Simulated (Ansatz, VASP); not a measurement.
**Two plane-wave programs on MgO**

INCAR

```
  ALGO = Normal
  EDIFF = 1E-7
  ENCUT = 520
  GGA = PE
  ISIF = 2
  ISMEAR = 0
  LASPH = True
  LCHARG = True
  LELF = True
  LREAL = False
  LVHAR = True
  LWAVE = False
  NBANDS = 26
  NELM = 100
  PREC = Accurate
  SIGMA = 0.05
```

KPOINTS

```
k-points
0
Gamma
  9 9 2
```

Contents of POSCAR:

```
MgO
1.0
    3.2803754002      0.0000000000      0.0000000000
   -1.6401877001      2.8408884305      0.0000000000
    0.0000000000      0.0000000000     10.5147056238
Mg O
4 4
Direct
    0.3333333333      0.6666666667      0.9694791811
    0.0000000000      0.0000000000      0.2208070585
    0.0000000000      0.0000000000      0.7208070585
    0.6666666667      0.3333333333      0.4694791811
    0.3333333333      0.6666666667      0.7800540723
   -0.2011964850      0.0000000000      0.5505809455
    0.0000000000      0.0000000000      0.0296578681
    0.6666666667      0.3333333333      0.2800540723
```

Input for Ansatz:

```yaml
crystal:
  lattice:
    - [3.2803754002, 0.0, 0.0]
    - [-1.6401877001, 2.8408884305, 0.0]
    - [0.0, 0.0, 10.5147056238]
  atoms:
    - { symbol: Mg, position: [0.3333333333, 0.6666666667, 0.9694791811] }
    - { symbol: Mg, position: [0.0, 0.0, 0.2208070585] }
    - { symbol: Mg, position: [0.0, 0.0, 0.7208070585] }
    - { symbol: Mg, position: [0.6666666667, 0.3333333333, 0.4694791811] }
    - { symbol: O, position: [0.3333333333, 0.6666666667, 0.7800540723] }
    - { symbol: O, position: [-0.201196485, 0.0, 0.5505809455] }
    - { symbol: O, position: [0.0, 0.0, 0.0296578681] }
    - { symbol: O, position: [0.6666666667, 0.3333333333, 0.2800540723] }
basis:
  ecutwfc: 420
kpoints:
  mp_grid: { grid: [9, 9, 2] }
hamiltonian:
  xc: pbe
  pseudopotentials: { kind: paw, azcp: { folder: soft_1 } }
scf:
  occupations: { method: gaussian, width: 0.05 }
output:
  forces: true
  stress: true
  eigenvalues: true
```

Alike in both runs: task single point; functional PBE; k mesh 9 × 9 × 2; occupations gaussian, width 0.05 eV; no spin polarisation.

|  | VASP | Ansatz |
| --- | --- | --- |
| version | VASP 6.6.1 | Ansatz 0.2.0 |
| potentials or method | VASP PAW PBE potentials, release 64 (Mg, O), cutoff 520 eV | scalar-relativistic, plane waves, PAW |
| valence electrons in the cell | 32 | 64 |

|  | VASP | Ansatz | Ansatz less VASP |
| --- | --- | --- | --- |
| gap on the k mesh at the Fermi level (eV) | 2.42 | 2.45 | +0.025 |
| least direct gap on the mesh (eV) | 2.42 | 2.45 | +0.025 |
| pressure (GPa) | 6.4 | 6.5 | +0.13 |
| traceless stress, the component that is largest in VASP (GPa) | -8.28 | -8.02 | +0.262 |
| rms of the force components (eV/Å) | 2.366 | 2.281 | -0.0841 |

Atom by atom the forces differ by 0.087 eV/Å (rms over components). VASP's potentials hold 32 valence electrons a cell and Ansatz's 64, so a difference there can come from the potentials and not from the codes.
